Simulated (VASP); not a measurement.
Input of a VASP 6.6.1 run:

Contents of INCAR:

```
SYSTEM = La2O3
ALGO     = Normal         ! electronic algorithm
EDIFF    = 1E-6           ! SCF threshold, eV
ENCUT    = 520            ! plane-wave cutoff, eV
GGA      = PE             ! functional
ISIF     = 2              ! what is computed and relaxed
ISMEAR   = 0              ! smearing method
LASPH    = .TRUE.         ! aspherical terms in the spheres
LCHARG   = .FALSE.        ! write CHGCAR
LREAL    = .FALSE.        ! projectors in reciprocal space
LWAVE    = .FALSE.        ! write WAVECAR
NBANDS   = 28             ! bands
NELM     = 100            ! most SCF steps
PREC     = Accurate       ! precision mode
SIGMA    = 0.1            ! smearing width, eV
```

Contents of KPOINTS:

```
k-points
0
G
  4 4 4
  0 0 0
```

The input POSCAR:

```
La2O3
1.0
    4.5066594300      0.0000000000      0.0000000000
    0.0000000000      4.5066594300      0.0000000000
    0.0000000000      0.0000000000      4.5066594300
La O
2 3
Direct
    0.0000000000      0.0000000000      0.0000000000
    0.5000000000      0.5000000000      0.5000000000
    0.0000000000      0.5000000000      0.5000000000
    0.5000000000      0.0000000000      0.5000000000
    0.5000000000      0.5000000000      0.0000000000
```

Potentials or basis: VASP PAW PBE potentials, release 64 (La, O).

The run is started by

```console
$ cat potpaw_PBE.64/La/POTCAR potpaw_PBE.64/O/POTCAR > POTCAR
$ mpirun -np 1 vasp_std > vasp.out
```

(1) Predict the pressure.

(2) What does it give for the band gap on the k mesh?

Answers

(1) 5.1 GPa.

(2) 0.50 eV, indirect (least direct gap 0.54 eV).

Caveat: spin-orbit coupling is left out, which moves the levels of the heavy elements.
